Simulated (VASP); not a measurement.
Runs of VASP 6.6.1 on ZrB2. The structure is that of space group P4_2/nnm (No. 134), or close to it. The cells are those of the table. The cell was generated, and may not be a known phase.

| task | spin | cell | k mesh | cutoff (eV) | gap on the mesh (eV) | pressure (GPa) |
| --- | --- | --- | --- | --- | --- | --- |
| single point | off | a = 6.484, b = 6.484, c = 2.449 Å, 6 atoms | 4 × 4 × 4 | 520 | none | (a) |
| single point | off | a = 6.401, b = 6.401, c = 2.611 Å, 6 atoms | 4 × 4 × 8 | 520 | none | -0.1 |
| relaxation of cell and atoms | off | relaxed from a = 6.484, b = 6.484, c = 2.449 Å, 6 atoms | 4 × 4 × 8 | 600 | none | 0.0 |
| single point | off | a = 6.441, b = 6.441, c = 2.551 Å, 6 atoms | 6 × 6 × 14 | 520 | none | 0.0 |
| single point | collinear | a = 6.401, b = 6.401, c = 2.611 Å, 6 atoms | 4 × 4 × 6 | 520 | none | -0.2 |
| single point | off | a = 4.365, b = 4.365, c = 3.871 Å, 6 atoms | 4 × 4 × 4 | 520 | none | 78.3 |

Alike in all rows: level PBE; potentials or basis VASP PAW PBE potentials, release 64 (Zr_sv, B); smearing gaussian 0.1 eV.

**Question.** Estimate the missing entries.

**Answer.** (a) 0.1.

Caveats: some runs use coarse meshes.

A k mesh can miss the band edges, and the runs leave out spin-orbit coupling on Zr.

A gap of «none» marks levels without a gap at the run's occupations.
